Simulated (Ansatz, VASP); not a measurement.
# CaSe in VASP and in Ansatz

File POSCAR:

```
CaSe
1.0
    3.6475066661      0.0000000000      0.0000000000
    0.0000000000      3.6475066661      0.0000000000
    0.0000000000      0.0000000000      3.6475066661
Ca Se
1 1
Direct
    0.0000000000      0.0000000000      0.0000000000
    0.5000000000      0.5000000000      0.5000000000
```

The input INCAR.step1:

```
SYSTEM = CaSe
ALGO = Normal
EDIFF = 1E-4
ENCUT = 520
GGA = PE
ISMEAR = 0
LASPH = .TRUE.
LCHARG = .FALSE.
LREAL = .FALSE.
LWAVE = .TRUE.
NBANDS = 15
NELM = 60
PREC = Accurate
SIGMA = 0.01
```

INCAR.step2

```
SYSTEM = CaSe
ALGO = Normal
EDIFF = 1E-7
ENCUT = 520
ISIF = 2
ISMEAR = 0
ISTART = 1
LASPH = .TRUE.
LCHARG = .FALSE.
LMIXTAU = .TRUE.
LREAL = .FALSE.
LWAVE = .FALSE.
METAGGA = R2SCAN
NBANDS = 15
NELM = 60
PREC = Accurate
SIGMA = 0.01
```

The input KPOINTS:

```
k-points
0
G
  8 8 8
  0 0 0
```

Input for Ansatz:

```yaml
crystal:
  lattice:
    - [3.6475066661, 0.0, 0.0]
    - [0.0, 3.6475066661, 0.0]
    - [0.0, 0.0, 3.6475066661]
  atoms:
    - { symbol: Ca, position: [0.0, 0.0, 0.0] }
    - { symbol: Se, position: [0.5, 0.5, 0.5] }
kpoints:
  mp_grid: { grid: [8, 8, 8] }
  band_path:
    path:
      - [0.0, 0.0, 0.0]
      - [0.0, 0.5, 0.0]
      - [0.5, 0.5, 0.0]
      - [0.5, 0.5, 0.5]
      - [0.0, 0.5, 0.5]
    npoints: 1
hamiltonian:
  xc: r2scan
scf:
  occupations: { method: fixed }
  n_extra_bands: 4
output:
  forces: true
  stress: true
  eigenvalues: true
```

Change from the starting cell: hydrostatic strain +0.3%.

Alike in both runs: task single point; functional r2SCAN; k mesh 8 × 8 × 8; no spin polarisation.

|  | VASP | Ansatz |
| --- | --- | --- |
| version | VASP 6.6.1 | Ansatz 0.2.0 |
| potentials or method | VASP PAW PBE potentials, release 64 (Ca_sv, Se) | plane waves, PAW |
| plane-wave cutoff (eV) | 520 | 500 |
| occupations | gaussian, width 0.01 eV | fixed |
| valence electrons in the cell | 16 | 26 |

```csv
,VASP,Ansatz,Ansatz less VASP
gap on the k mesh at the Fermi level (eV),1.26,1.25,-0.008
pressure (GPa),-0.4,-0.6,-0.20
```

VASP's potentials were made for PBE, not for r2SCAN. VASP's potentials hold 16 valence electrons a cell and Ansatz's 26, so a difference there can come from the potentials and not from the codes.
